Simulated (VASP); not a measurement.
A run of VASP 6.6.1 is set up as follows.

INCAR

```
SYSTEM = Mg5Te2
ALGO = Normal ; EDIFF = 1E-7
ENCUT = 520 ; GGA = PE
ISIF = 2 ; ISMEAR = 0
LASPH = .TRUE. ; LCHARG = .TRUE.
LELF = .TRUE. ; LREAL = .FALSE.
LVHAR = .TRUE. ; LWAVE = .FALSE.
NBANDS = 20 ; NELM = 60
PREC = Accurate ; SIGMA = 0.1
```

The input KPOINTS:

```
k-points
0
G
  6 6 4
  0 0 0
```

The input POSCAR:

```
Mg5Te2
1.0
    6.0021466602      0.0000000000      0.0000000000
   -3.0010733301      5.1980114850      0.0000000000
    0.0000000000      0.0000000000      5.9730402033
Mg Te
5 2
Direct
    0.3333333333      0.6666666667      0.5000000000
    0.6666666667      0.3333333333      0.5000000000
    0.5000000000      0.0000000000      0.0000000000
    0.0000000000      0.5000000000      0.0000000000
    0.5000000000      0.5000000000      0.0000000000
    0.0000000000      0.0000000000      0.5000000000
    0.0000000000      0.0000000000      0.0000000000
```

Potentials or basis: VASP PAW PBE potentials, release 64 (Mg, Te).

Run with:

```console
$ cat potpaw_PBE.64/Mg/POTCAR potpaw_PBE.64/Te/POTCAR > POTCAR
$ mpirun -np 1 vasp_std > vasp.out
```

Question: What does it give for the pressure?

Answer: 0.0 GPa.

Question: Predict the band gap on the k mesh.

Answer: Zero (bands 11 and 12 overlap by 1.21 eV).

Stress tensor (GPa, compression positive):
```
 0.09  0.00  0.00
 0.00  0.09  0.00
 0.00  0.00 -0.28
```

Caveat: spin-orbit coupling is left out, which moves the levels of the heavy elements.
